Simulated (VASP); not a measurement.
Runs of VASP 6.6.1 on W. The structure is that of space group Im-3m (No. 229), or close to it. The cells are those of the table. 

| task | cell | cutoff (eV) | gap on the mesh (eV) | pressure (GPa) |
| --- | --- | --- | --- | --- |
| single point | a = 2.730 Å, angles 70.5, 109.5, 70.5°, 1 atom | 520 | none | (a) |
| single point | a = 2.683 Å, angles 70.5, 109.5, 70.5°, 1 atom | 520 | none | 30.9 |
| single point | a = 2.758 Å, angles 70.5, 109.5, 70.5°, 1 atom | 520 | none | 0.5 |
| relaxation of cell and atoms | relaxed from a = 2.737 Å, angles 70.5, 109.5, 70.5°, 1 atom | 600 | none | 0.0 |
| relaxation of cell and atoms | relaxed to 20 GPa from a = 2.737 Å, angles 70.5, 109.5, 70.5°, 1 atom | 600 | none | 20.0 |
| relaxation of cell and atoms | relaxed to 30 GPa from a = 2.737 Å, angles 70.5, 109.5, 70.5°, 1 atom | 600 | none | 30.0 |
| relaxation of cell and atoms | relaxed to 10 GPa from a = 2.737 Å, angles 70.5, 109.5, 70.5°, 1 atom | 600 | none | 10.0 |
| single point | a = 2.705 Å, angles 70.5, 109.5, 70.5°, 1 atom | 520 | none | 20.7 |

Alike in all rows: level PBE; potentials or basis VASP PAW PBE potentials, release 64 (W_sv); no spin polarisation; k mesh 10 × 10 × 10; smearing fermi-dirac 0.05 eV.

Problem. Fill in the values left out.

Solution. (a) 10.6.

Caveats: spin-orbit coupling is left out, which moves the levels of the heavy elements; the cell is relaxed towards a set pressure, so the enthalpy falls and the energy may rise (some runs).

A k mesh can miss the band edges, and the runs leave out spin-orbit coupling on W.

A gap of «none» marks levels without a gap at the run's occupations.
